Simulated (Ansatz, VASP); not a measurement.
**PbSe in VASP and in Ansatz**

Contents of INCAR:

```
PREC     = Accurate       # precision mode
ENCUT    = 520            # plane-wave cutoff, eV
EDIFF    = 1E-6           # SCF threshold, eV
ISMEAR   = -1             # smearing method
SIGMA    = 0.05           # smearing width, eV
LREAL    = F              # projectors in reciprocal space
LASPH    = T              # aspherical terms in the spheres
NELM     = 80             # most SCF steps
ALGO     = Normal         # electronic algorithm
ISIF     = 2              # what is computed and relaxed
LWAVE    = F              # write WAVECAR
LCHARG   = F              # write CHGCAR
GGA      = PE             # functional
NBANDS   = 28             # bands
```

The input KPOINTS:

```
Automatic mesh
0
Gamma
  7 7 6
```

File POSCAR:

```
PbSe
1.0
    2.1832334812     -6.2146664402      0.0000000000
    2.1832334812      6.2146664402      0.0000000000
    0.0000000000      0.0000000000      4.5090594121
Pb Se
2 2
Direct
    0.3682392700      0.6317607300      0.2500000000
    0.6317607300      0.3682392700      0.7500000000
    0.1387100400      0.8612899600      0.2500000000
    0.8612899600      0.1387100400      0.7500000000
```

Contents of input.yaml:

```yaml
crystal:
  lattice:
    - [2.1832334812, -6.2146664402, 0.0]
    - [2.1832334812, 6.2146664402, 0.0]
    - [0.0, 0.0, 4.5090594121]
  atoms:
    - { symbol: Pb, position: [0.36823927, 0.63176073, 0.25] }
    - { symbol: Pb, position: [0.63176073, 0.36823927, 0.75] }
    - { symbol: Se, position: [0.13871004, 0.86128996, 0.25] }
    - { symbol: Se, position: [0.86128996, 0.13871004, 0.75] }
hamiltonian:
  xc: pbe
  pseudopotentials: { kind: paw }
kpoints:
  mp_grid: { grid: [7, 7, 6] }
scf:
  occupations: { method: fermi_dirac, width: 0.05 }
output:
  forces: true
  stress: true
  eigenvalues: true
```

Alike in both runs: task single point; functional PBE; k mesh 7 × 7 × 6; occupations fermi-dirac, width 0.05 eV; no spin polarisation.

|  | VASP | Ansatz |
| --- | --- | --- |
| version | VASP 6.6.1 | Ansatz 0.2.0 |
| potentials or method | VASP PAW PBE potentials, release 64 (Pb_d, Se) | Ansatz PAW |
| plane-wave cutoff (eV) | 520 | 420 |
| valence electrons in the cell | 40 | 60 |

Ansatz gave:

* gap on the k mesh at the Fermi level (eV): 1.04
* least direct gap on the mesh (eV): 1.04
* pressure (GPa): -0.8
* traceless stress, the component that is largest in VASP (GPa): 0.22
* rms of the force components (eV/Å): 0.046

Question: What did VASP give for the same quantities?

Answer: gap on the k mesh at the Fermi level (eV): 1.04; least direct gap on the mesh (eV): 1.04; pressure (GPa): -0.8; traceless stress, the component that is largest in VASP (GPa): 0.24; rms of the force components (eV/Å): 0.043.

Atom by atom the forces differ by 0.004 eV/Å (rms over components). VASP's potentials hold 40 valence electrons a cell and Ansatz's 60, so a difference there can come from the potentials and not from the codes.

Spin-orbit coupling is off throughout. Noted on Ansatz's run: odd divisions of the mesh miss points on the zone boundary, where band edges often lie, so the gap on the mesh can be too wide.
